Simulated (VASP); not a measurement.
Input of a VASP 6.6.1 run:

Contents of INCAR:

```
ALGO = Fast ; EDIFF = 1E-6
ENCUT = 520 ; GGA = PE
ISIF = 2 ; ISMEAR = 0
LASPH = T ; LCHARG = F
LREAL = F ; LWAVE = F
NBANDS = 30 ; NELM = 100
PREC = Accurate ; SIGMA = 0.1
```

KPOINTS

```
k-points
0
Gamma
  15 15 1
```

Contents of POSCAR:

```
Ir
1.0
    2.7369678024      0.0000000000      0.0000000000
   -1.3684839012      2.3702836462      0.0000000000
    0.0000000000      0.0000000000     23.9388994111
Ir
5
Direct
    0.6666666667      0.3333333333      0.3132976112
    0.3333333333      0.6666666667      0.4066488056
    0.0000000000      0.0000000000      0.5000000000
    0.6666666667      0.3333333333      0.5933511944
    0.3333333333      0.6666666667      0.6867023888
```

Potentials or basis: VASP PAW PBE potentials, release 64 (Ir).

Launch:

```console
$ cat potpaw_PBE.64/Ir/POTCAR > POTCAR
$ mpirun -np 1 vasp_std > vasp.out
```

(1) What does it give for the largest force?

Answers

(1) 0.452 eV/Å.
